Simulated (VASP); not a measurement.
Runs of VASP 6.6.1 on Na. The structure is that of space group Im-3m (No. 229), or close to it. The cells are those of the table. 

| task | cell | cutoff (eV) | gap on the mesh (eV) | pressure (GPa) |
| --- | --- | --- | --- | --- |
| electric field gradients | a = 3.593 Å, angles 109.5°, 1 atom | 400 | none | 0.1 |
| electric field gradients | a = 3.643 Å, angles 109.5°, 1 atom | 400 | none | -0.2 |
| single point | a = 3.716 Å, angles 109.5°, 1 atom | 520 | none | -0.5 |
| single point | a = 3.680 Å, angles 109.5°, 1 atom | 520 | none | -0.3 |
| electric field gradients | a = 3.680 Å, angles 109.5°, 1 atom | 400 | none | -0.4 |
| electric field gradients | a = 3.692 Å, angles 109.5°, 1 atom | 400 | none | -0.5 |
| single point | a = 3.618 Å, angles 109.5°, 1 atom | 520 | none | 0.1 |
| single point | a = 3.593 Å, angles 109.5°, 1 atom | 520 | none | (a) |
| single point | a = 3.655 Å, angles 109.5°, 1 atom | 520 | none | -0.1 |
| electric field gradients | a = 3.655 Å, angles 109.5°, 1 atom | 400 | none | -0.3 |

Alike in all rows: level PBE; potentials or basis VASP PAW PBE potentials, release 64 (Na_pv); no spin polarisation; k mesh 12 × 12 × 12; smearing fermi-dirac 0.05 eV.

Q: Fill in the values left out.

A: (a) 0.3.

A gap of «none» marks levels without a gap at the run's occupations.
